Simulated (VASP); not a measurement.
# PtSe (P-6m2) in VASP: a series of runs

Aim: see how the results for PtSe move with the level of theory and the settings. Levels: r2SCAN0, r2SCANh. Tasks: single point.

Everything below comes from runs of VASP 6.6.1. Logs are shortened: lines on timing, memory, paths and dates and some standing lists are left out, and cuts for length are marked.

### Step 1. The cell of the first run

It takes space group P-6m2 (No. 187, hexagonal). The conventional cell has a = 3.702 Å, b = 3.702 Å, c = 3.613 Å, α = 90.00°, β = 90.00°, γ = 120.00°. Within 3.7 Å of Pt (site symmetry -6m2) lie 6 Se at 2.80 Å and 2 Pt at 3.61 Å. Se (site symmetry -6m2) has 6 Pt at 2.80 Å and 2 Se at 3.61 Å within 3.7 Å.

### Step 2. Single point, r2SCAN0

Input file POSCAR:

```
PtSe
1.0
    3.7018703300      0.0000000000      0.0000000000
   -1.8509351600      3.2059137500      0.0000000000
    0.0000000000      0.0000000000      3.6128420300
Pt Se
1 1
Direct
    0.0000000000      0.0000000000      0.0000000000
    0.6666666667      0.3333333333      0.5000000000
```

Input file INCAR.step1:

```
ALGO = Normal ; EDIFF = 1E-5
ENCUT = 520 ; GGA = PE
ISIF = 2 ; ISMEAR = -1
LASPH = True ; LREAL = False
LWAVE = True ; NBANDS = 15
NELM = 100 ; PREC = Accurate
SIGMA = 0.05
```

Input file INCAR.step2:

```
AEXX = 0.25 ; ALGO = Normal
EDIFF = 1E-6 ; ENCUT = 520
ISIF = 2 ; ISMEAR = -1
ISTART = 1 ; LASPH = True
LCHARG = True ; LELF = True
LHFCALC = True ; LMIXTAU = True
LREAL = False ; LVHAR = True
LWAVE = False ; METAGGA = R2SCAN
NBANDS = 15 ; NELM = 100
PREC = Accurate ; PRECFOCK = Normal
SIGMA = 0.05
```

Input file KPOINTS:

```
k-points
0
Gamma
  4 4 4
```

Potentials or basis: VASP PAW PBE potentials, release 64 (Pt, Se).

On the command line:

```
> cat potpaw_PBE.64/Pt/POTCAR potpaw_PBE.64/Se/POTCAR > POTCAR
> cp INCAR.step1 INCAR
> mpirun -np 1 vasp_std > vasp.out
> cp INCAR.step2 INCAR
> mpirun -np 1 vasp_std > vasp.out
```

OUTCAR:

```text
AEXX = 0.25
   EDIFF = 1E-6
   ENCUT = 520
   ISIF = 2
   ISMEAR = -1
   ISTART = 1
   LASPH = True
   LHFCALC = True
   LREAL = False
   METAGGA = R2SCAN
   NELM = 100
   PREC = Accurate
   PRECFOCK = Normal

 ion  position               nearest neighbor table
   1  0.000  0.000  0.000-   2 2.80   2 2.80   2 2.80   2 2.80   2 2.80   2 2.80
   2  0.667  0.333  0.500-   1 2.80   1 2.80   1 2.80   1 2.80   1 2.80   1 2.80

  LATTYP: Found a hexagonal cell.
 ALAT       =     3.7018703300
 C/A-ratio  =     0.9759504542

  Lattice vectors:

 A1 = (   3.7018703300,   0.0000000000,   0.0000000000)
 A2 = (  -1.8509351600,   3.2059137500,   0.0000000000)
 A3 = (   0.0000000000,   0.0000000000,   3.6128420300)

Analysis of symmetry for initial positions (statically):
=====================================================================
 Subroutine PRICEL returns:
 Original cell was already a primitive cell.

 Routine SETGRP: Setting up the symmetry group for a
 hexagonal supercell.

 Subroutine GETGRP returns: Found 12 space group operations
 (whereof 12 operations were pure point group operations)
 out of a pool of 24 trial point group operations.

The static configuration has the point symmetry D_3h.

Analysis of symmetry for dynamics (positions and initial velocities):
=====================================================================
 Subroutine PRICEL returns:
 Original cell was already a primitive cell.

 Routine SETGRP: Setting up the symmetry group for a
 hexagonal supercell.

 Subroutine GETGRP returns: Found 12 space group operations
 (whereof 12 operations were pure point group operations)
 out of a pool of 24 trial point group operations.

The dynamic configuration has the point symmetry D_3h.

 Subroutine INISYM returns: Found 12 space group operations
 (whereof 12 operations are pure point group operations),
 and found     1 'primitive' translations

----------------------------------------------------------------------------------------

                                     Primitive cell

  volume of cell :      42.8768

  direct lattice vectors                    reciprocal lattice vectors
     3.701870330  0.000000000  0.000000000     0.270133719  0.155961775  0.000000000
    -1.850935160  3.205913750  0.000000000     0.000000000  0.311923551  0.000000000
[... 88 lines left out ...]
   EFERMI_NEDOS =   21; number of points for ismear=-14 and -15
   IALGO  =     38    algorithm
   IMIX   =      1    mixing-type and parameters
     AMIX     =   0.40;   BMIX     =  1.00
     AMIX_MAG =   1.60;   BMIX_MAG =  1.00
  volume/ion in A,a.u.               =      21.44       144.67
  Fermi-wavevector in a.u.,A,eV,Ry     =   1.178621  2.227271 18.900497  1.389147
  Thomas-Fermi vector in A             =   2.314947
   LORBIT       =      0    0 simple, 1 ext, 2 COOP (PROOUT), +10 PAW based schemes
   METAGGA = R2SCAN    functional components
   LHFCALC =     T    Hartree Fock is set to
   PRECFOCK=normal    Normal, Fast or Accurate (Low or Medium for compatibility)
   ENCUT4O =  -1.0   cutoff for four orbital integrals eV
   NKREDX  =     1    reduce k-point grid by
   NKREDY  =     1    reduce k-point grid by
   NKREDZ  =     1    reduce k-point grid by
   AEXX    =    0.2500 exact exchange contribution
   HFSCREEN=    0.0000 screening length (either q_TF or 0.3 A-1)
   HFSCREENC=   0.0000 screening length for correlation (either q_TF or 0.3 A-1)
   ENCUTFOCK=  -1.0 apply spherical cutoff to Coloumb kernel
   IVDW    =     0    specifies the selected vdW correction
   LEPSILON=     F    determine dielectric tensor
   LRPA    =     F    only Hartree local field effects (RPA)
 non-spin polarized calculation
  energy-cutoff  :      520.00
  volume of cell :       42.88
 maximum number of plane-waves:      1168
 NGX is ok and might be reduce to    28
  NGX = 24; NGY = 24; NGZ = 24

 number of electron      16.0000001 magnetization

 Free energy of the ion-electron system (eV)
  ---------------------------------------------------
  ext. energy  EPLUGINS =         0.00000000
  ---------------------------------------------------
  free energy    TOTEN  =       -54.29923934 eV

  energy without entropy =      -54.29327060  energy(sigma->0) =      -54.29625497

 E-fermi :   5.2252     XC(G=0):  -8.8695

 val. band max:        5.1905184652   @ k =   0.2500  -0.0000   0.0000
 cond. band min:       5.8324473632   @ k =   0.5000  -0.0000   0.2500
 fundamental gap:      0.6419288980
 Fermi energy:         5.2251737247

 k-point     1 :       0.0000    0.0000    0.0000
  band No.  band energies     occupation
      1     -11.5487      2.00000
      2       0.4440      2.00000
      3       0.4440      2.00000
      4       0.5175      2.00000
      5       2.4668      2.00000
      6       2.4668      2.00000
      7       2.4936      2.00000
      8       6.1995      0.00000
      9       6.1995      0.00000
     10       6.3931      0.00000
     11      14.0975      0.00000
     12      14.5289      0.00000
     13      14.5289      0.00000
     14      19.8418      0.00000
[... 185 lines left out ...]
      2      -1.3825      2.00000
      3      -1.2108      2.00000
      4       0.3857      2.00000
      5       1.7718      2.00000
      6       2.6027      2.00000
      7       3.4392      2.00000
      8       3.5315      2.00000
      9       7.2996      0.00000
     10       7.6081      0.00000
     11      10.5605      0.00000
     12      14.4670      0.00000
     13      16.9033      0.00000
     14      19.1852      0.00000
     15      22.8250      0.00000

------------------------ aborting loop because EDIFF is reached ----------------------------------------

  FORCE on cell =-STRESS in cart. coord.  units (eV):
  Direction    XX          YY          ZZ          XY          YZ          ZX
  --------------------------------------------------------------------------------------
  -------------------------------------------------------------------------------------
  Total       -3.9797195     -3.9797196     -5.5334663     -0.0000000     -0.0000000      0.0000000
  in kB     -148.7102973   -148.7102975   -206.7691973     -0.0000002     -0.0000000      0.0000000
  external PRESSURE =    -168.0632640 kB  Pullay stress =       0.0000000 kB

 VOLUME and BASIS-vectors are now :
 -----------------------------------------------------------------------------
  energy-cutoff  :      520.00
  volume of cell :       42.88
      direct lattice vectors                 reciprocal lattice vectors
     3.701870330  0.000000000  0.000000000     0.270133719  0.155961775  0.000000000
    -1.850935160  3.205913750  0.000000000     0.000000000  0.311923551  0.000000000
     0.000000000  0.000000000  3.612842030     0.000000000  0.000000000  0.276790403

 POSITION                                       TOTAL-FORCE (eV/Angst)
 -----------------------------------------------------------------------------------
      0.00000      0.00000      0.00000        -0.000000     -0.000000      0.000000
      1.85094      1.06864      1.80642         0.000000      0.000000      0.000000
 -----------------------------------------------------------------------------------
    total drift:                                0.000001      0.000011      0.000000

  FREE ENERGIE OF THE ION-ELECTRON SYSTEM (eV)
  ---------------------------------------------------
  free  energy   TOTEN  =       -54.2992393378 eV

  energy  without entropy=      -54.2932706026  energy(sigma->0) =      -54.29625497
```

OSZICAR.step1:

```text
N       E                     dE             d eps       ncg     rms          rms(c)
DAV:   1     0.740018751533E+02    0.74002E+02   -0.71424E+03   360   0.944E+02
DAV:   2    -0.649379867684E+01   -0.80496E+02   -0.73433E+02   444   0.186E+02
DAV:   3    -0.912996367960E+01   -0.26362E+01   -0.26154E+01   437   0.339E+01
DAV:   4    -0.914699467448E+01   -0.17031E-01   -0.17030E-01   479   0.302E+00
DAV:   5    -0.914720124980E+01   -0.20658E-03   -0.20658E-03   451   0.352E-01    0.727E+00
DAV:   6    -0.901275661577E+01    0.13444E+00   -0.45502E-01   409   0.645E+00    0.449E+00
DAV:   7    -0.898611683383E+01    0.26640E-01   -0.44182E-02   381   0.245E+00    0.256E+00
DAV:   8    -0.898233384670E+01    0.37830E-02   -0.27639E-02   458   0.134E+00    0.399E-01
DAV:   9    -0.898200410465E+01    0.32974E-03   -0.13572E-03   423   0.259E-01    0.720E-02
DAV:  10    -0.898195675137E+01    0.47353E-04   -0.13314E-04   486   0.113E-01    0.140E-02
DAV:  11    -0.898196121273E+01   -0.44614E-05   -0.75321E-06   313   0.221E-02
   1 F= -.89819612E+01 E0= -.89764327E+01  d E =-.110570E-01
```

Wall time 6 min (1 thread of Intel Xeon Platinum 8488C (Sapphire Rapids), shared host); peak memory 0.18 GiB.

What came out:

| Quantity | Value |
| --- | --- |
| Free energy | -54.2992 eV |
| Pressure | -16.8 GPa |
| Band gap on the k mesh | zero (band 8 reaches 6.46 eV, above the bottom of band 9 at 5.19 eV) |

Stress tensor (GPa, compression positive):
```
-14.87   0.00   0.00
  0.00 -14.87   0.00
  0.00   0.00 -20.68
```

Levels at points of the mesh, in eV from the Fermi level:
| k point | band 5 | band 6 | band 7 | band 8 | band 9 | band 10 | band 11 | band 12 |
| --- | --- | --- | --- | --- | --- | --- | --- | --- |
| (0.00, 0.00, 0.00) | -2.76 | -2.76 | -2.73 | 0.97 | 0.97 | 1.17 | 8.87 | 9.30 |
| (0.50, 0.00, 0.00) | -3.54 | -2.92 | -2.32 | -1.91 | 1.87 | 4.03 | 7.64 | 10.17 |
| (0.00, 0.00, 0.50) | -3.61 | -3.61 | -2.74 | 1.11 | 1.11 | 6.36 | 7.20 | 12.60 |
| (0.50, 0.00, 0.50) | -2.77 | -2.55 | -2.25 | -1.32 | 1.27 | 2.41 | 7.01 | 8.20 |

Caveat: the k points lie up to 0.49 Å⁻¹ apart; the PAW data sets were made with another functional, which shifts forces and pressure a little; spin-orbit coupling is left out, which moves the levels of the heavy elements.

### Step 3. Single point, r2SCANh

POSCAR is that of step 2.

Input file INCAR.step1:

```
PREC = Accurate
ENCUT = 520
EDIFF = 1E-5
ISMEAR = -1
SIGMA = 0.05
LREAL = F
LASPH = T
NELM = 80
ALGO = Normal
ISIF = 2
LWAVE = T
NBANDS = 15
GGA = PE
```

Input file INCAR.step2:

```
PREC = Accurate
ENCUT = 520
EDIFF = 1E-6
ISMEAR = -1
SIGMA = 0.05
LREAL = F
LASPH = T
NELM = 80
ALGO = Normal
ISIF = 2
LWAVE = F
LCHARG = T
METAGGA = R2SCAN
LHFCALC = T
AEXX = 0.1
LMIXTAU = T
PRECFOCK = Normal
LELF = T
LVHAR = T
NBANDS = 15
ISTART = 1
```

Input file KPOINTS:

```
Automatic mesh
0
Gamma
  4 4 4
```

Potentials or basis: VASP PAW PBE potentials, release 64 (Pt, Se).

On the command line:

```
> cat potpaw_PBE.64/Pt/POTCAR potpaw_PBE.64/Se/POTCAR > POTCAR
> cp INCAR.step1 INCAR
> mpirun -np 1 vasp_std > vasp.out
> cp INCAR.step2 INCAR
> mpirun -np 1 vasp_std > vasp.out
```

It took 5.8 min on 1 thread of Intel Xeon Platinum 8488C (Sapphire Rapids), shared host; peak memory 0.18 GiB.

It converged, with:

```yaml
Free_energy: -60.7440 eV
Pressure: -15.1 GPa
Band_gap_on_the_k_mesh: zero (band 8 reaches 6.31 eV, above the bottom of band 9 at 5.41 eV)
```

Stress tensor (GPa, compression positive):
```
-13.29   0.00   0.00
  0.00 -13.29   0.00
  0.00   0.00 -18.63
```

Levels at points of the mesh, in eV from the Fermi level:
```
           k point  band 5  band 6  band 7  band 8  band 9  band 10  band 11  band 12
(0.00, 0.00, 0.00)   -2.42   -2.37   -2.37    0.59    0.71     0.71     8.27     8.62
(0.50, 0.00, 0.00)   -3.11   -2.54   -1.78   -1.52    1.48     3.42     6.90     9.42
(0.00, 0.00, 0.50)   -3.02   -3.02   -2.14    0.70    0.70     5.82     6.38    11.73
(0.50, 0.00, 0.50)   -2.20   -2.01   -1.77   -1.05    0.68     1.91     6.41     7.49
```

Caveat: the k points lie up to 0.49 Å⁻¹ apart; the PAW data sets were made with another functional, which shifts forces and pressure a little; spin-orbit coupling is left out, which moves the levels of the heavy elements.
